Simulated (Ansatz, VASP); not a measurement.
## Two plane-wave programs on Ag

```xyz
6
Lattice="2.0431 -2.0431 0.0000 2.0431 0.0000 -2.0431 11.9182 6.2995 6.2995" Properties=species:S:1:pos:R:3 pbc="T T T"
Ag    3.4050   -0.6812   -0.6812
Ag    7.4912    7.4912    7.4912
Ag    3.4050    1.3619    1.3619
Ag    7.4912    3.4050    3.4050
Ag    3.4050    3.4050    3.4050
Ag    7.4912    5.4481    5.4481
```

Alike in both runs: task single point; functional PBEsol; k mesh 18 × 18 × 4; occupations gaussian, width 0.15 eV; no spin polarisation.

|  | VASP | Ansatz |
| --- | --- | --- |
| version | VASP 6.6.1 | Ansatz 0.2.0 |
| potentials or method | VASP PAW PBE potentials, release 64 (Ag), cutoff 520 eV | scalar-relativistic, plane waves, PAW |
| valence electrons in the cell | 66 | 114 |

```tsv
	VASP	Ansatz	Ansatz less VASP
gap on the k mesh at the Fermi level (eV)	none	none	-
pressure (GPa)	-2.6	-2.5	+0.17
traceless stress, the component that is largest in VASP (GPa)	-0.39	-0.40	-0.004
rms of the force components (eV/Å)	0.055	0.055	+0.0005
```

VASP's potentials were made for PBE, not for PBEsol. Atom by atom the forces differ by 0.001 eV/Å (rms over components). A gap of «none» marks a metal or a gap that the smearing closes. With one functional, cell and mesh, what is left measures potentials, basis and numerics. VASP's potentials hold 66 valence electrons a cell and Ansatz's 114, so a difference there can come from the potentials and not from the codes.
